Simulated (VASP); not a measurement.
Input of a VASP 6.6.1 run:

File INCAR:

```
PREC     = Accurate       # precision mode
ENCUT    = 520            # plane-wave cutoff, eV
EDIFF    = 1E-7           # SCF threshold, eV
ISMEAR   = 0              # smearing method
SIGMA    = 0.15           # smearing width, eV
LREAL    = False          # projectors in reciprocal space
LASPH    = True           # aspherical terms in the spheres
NELM     = 150            # most SCF steps
ALGO     = Normal         # electronic algorithm
ISIF     = 2              # what is computed and relaxed
LWAVE    = False          # write WAVECAR
LCHARG   = False          # write CHGCAR
ISPIN    = 2              # spin polarisation
MAGMOM   = 0.7            # initial moments
LORBIT   = 11             # projections on sites
NUPDOWN  = 0.7            # fixed moment
LMAXMIX  = 4              # l up to which the mixer works
GGA      = PE             # functional
NBANDS   = 16             # bands
```

KPOINTS

```
regular mesh
0
Gamma
  22 22 22
```

Contents of POSCAR:

```
Ti
1.0
   -1.6029567722      1.6029567722      1.6029567722
    1.6029567722     -1.6029567722      1.6029567722
    1.6029567722      1.6029567722     -1.6029567722
Ti
1
Direct
    0.0000000000      0.0000000000      0.0000000000
```

Potentials or basis: VASP PAW PBE potentials, release 64 (Ti_sv).

Run with:

```console
$ cat potpaw_PBE.64/Ti_sv/POTCAR > POTCAR
$ mpirun -np 1 vasp_std > vasp.out
```

Problem. Estimate the pressure.

Solution. 6.4 GPa.

Caveat: the total moment is fixed, so each spin has its own Fermi level.
